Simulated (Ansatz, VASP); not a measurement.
**One calculation of KI, two programs**

The input INCAR:

```
PREC = Accurate
ENCUT = 520
EDIFF = 1E-6
ISMEAR = 0
SIGMA = 0.05
LREAL = F
LASPH = T
NELM = 80
ALGO = Normal
ISIF = 2
LWAVE = F
LCHARG = F
GGA = PS
NBANDS = 15
```

File KPOINTS:

```
Automatic mesh
0
Gamma
  6 6 6
```

File POSCAR:

```
KI
1.0
    0.0000000000      3.3835680000      3.2425860000
    3.3835680000      0.0000000000      3.2425860000
    3.3835680000      3.3835680000      0.0000000000
K I
1 1
Direct
    0.0000000000      0.0000000000      0.0000000000
    0.5000000000      0.5000000000      0.5000000000
```

Input for Ansatz:

```yaml
crystal:
  lattice:
    - [0.0, 3.383568, 3.242586]
    - [3.383568, 0.0, 3.242586]
    - [3.383568, 3.383568, 0.0]
  atoms:
    - { symbol: K, position: [0.0, 0.0, 0.0] }
    - { symbol: I, position: [0.5, 0.5, 0.5] }
basis:
  ecutwfc: 420
kpoints:
  mp_grid: { grid: [6, 6, 6] }
hamiltonian:
  xc: pbesol
scf:
  occupations: { method: gaussian, width: 0.05 }
output:
  forces: true
  stress: true
  eigenvalues: true
```

Change from the starting cell: strain -0.040 along x and y, -0.080 along z, atoms carried along.

Alike in both runs: task single point; functional PBEsol; k mesh 6 × 6 × 6; occupations gaussian, width 0.05 eV; no spin polarisation.

```csv
,VASP,Ansatz
version,VASP 6.6.1,Ansatz 0.2.0
potentials or method,"VASP PAW PBE potentials, release 64 (K_sv, I), cutoff 520 eV","scalar-relativistic, plane waves, PAW"
valence electrons in the cell,16,26
```

VASP gave:

- gap on the k mesh at the Fermi level (eV): 4.18
- least direct gap on the mesh (eV): 4.18
- pressure (GPa): 2.8
- traceless stress, the component that is largest in VASP (GPa): 1.68

Estimate Ansatz's values.

gap on the k mesh at the Fermi level (eV): 4.19; least direct gap on the mesh (eV): 4.19; pressure (GPa): 2.7; traceless stress, the component that is largest in VASP (GPa): 1.66.

VASP's potentials were made for PBE, not for PBEsol. VASP's potentials hold 16 valence electrons a cell and Ansatz's 26, so a difference there can come from the potentials and not from the codes.

Spin-orbit coupling is off throughout.
